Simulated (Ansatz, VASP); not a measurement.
## One calculation of P, two programs

```
P
1.0
     1.65457   -5.08625    0.00000
     1.65457    5.08625    0.00000
     0.00000    0.00000    4.13195
P
4
Direct
  0.89363 0.10637 0.07123
  0.60637 0.39363 0.57123
  0.10637 0.89363 0.92877
  0.39363 0.60637 0.42877
```

Alike in both runs: functional LDA; k mesh 12 × 12 × 8; occupations gaussian, width 0.01 eV; no spin polarisation.

Ansatz relaxed the structure, and its values are those at the end. VASP's run is a single point on that final structure, the one shown.

```csv
,VASP,Ansatz
version,VASP 6.6.1,Ansatz 0.2.0
potentials or method,"VASP PAW LDA potentials, release 64 (P), cutoff 520 eV","scalar-relativistic, plane waves, PAW"
valence electrons in the cell,20,20
```

```tsv
	VASP	Ansatz	Ansatz less VASP
gap on the k mesh at the Fermi level (eV)	none	none	-
pressure (GPa)	-0.3	0.0	+0.28
rms of the force components (eV/Å)	0.029	0.001	-0.0276
```

LDA's correlation is that of Perdew and Zunger in VASP and of Perdew and Wang (1992) in Ansatz. A gap of «none» marks a metal or a gap that the smearing closes.
